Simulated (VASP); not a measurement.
Crystal: Ge.

```xyz
16
Lattice="0.0000 5.6578 5.6578 5.6578 0.0000 5.6578 5.6578 5.6578 0.0000" Properties=species:S:1:pos:R:3 pbc="T T T"
Ge    0.0000    0.0000    0.0000
Ge    2.8289    2.8289    0.0000
Ge    2.8289    0.0000    2.8289
Ge    5.6578    2.8289    2.8289
Ge    0.0000    2.8289    2.8289
Ge    2.8289    5.6578    2.8289
Ge    2.8289    2.8289    5.6578
Ge    5.6578    5.6578    5.6578
Ge    1.4145    1.4145    1.4145
Ge    4.2434    4.2434    1.4145
Ge    4.2434    1.4145    4.2434
Ge    7.0723    4.2434    4.2434
Ge    1.4145    4.2434    4.2434
Ge    4.2434    7.0723    4.2434
Ge    4.2434    4.2434    7.0723
Ge    7.0723    7.0723    7.0723
```

Base run:

| Item | Value |
| --- | --- |
| Program | VASP 6.6.1 |
| Functional | PBEsol |
| Potentials or basis | VASP PAW PBE potentials, release 64 (Ge_d) |
| Cutoff | 520 eV |
| k mesh | 5 × 5 × 5 |
| Occupations | fermi-dirac, width 0.05 eV |
| Spin | no spin polarisation |

Its results: band gap on the k mesh zero (filled and empty bands touch); pressure 0.6 GPa.

Task: The run is repeated on the same cell with these changes: functional from PBEsol to LDA; potentials or basis from VASP PAW PBE potentials, release 64 (Ge_d) to VASP PAW LDA potentials, release 64 (Ge_d). What comes out?

Result: Band gap on the k mesh zero (filled and empty bands touch); pressure -1.2 GPa.

Caveats: semilocal functionals underestimate gaps, so a narrow gap can read as zero; the PAW data sets were made with another functional, which shifts forces and pressure a little (at least some runs).
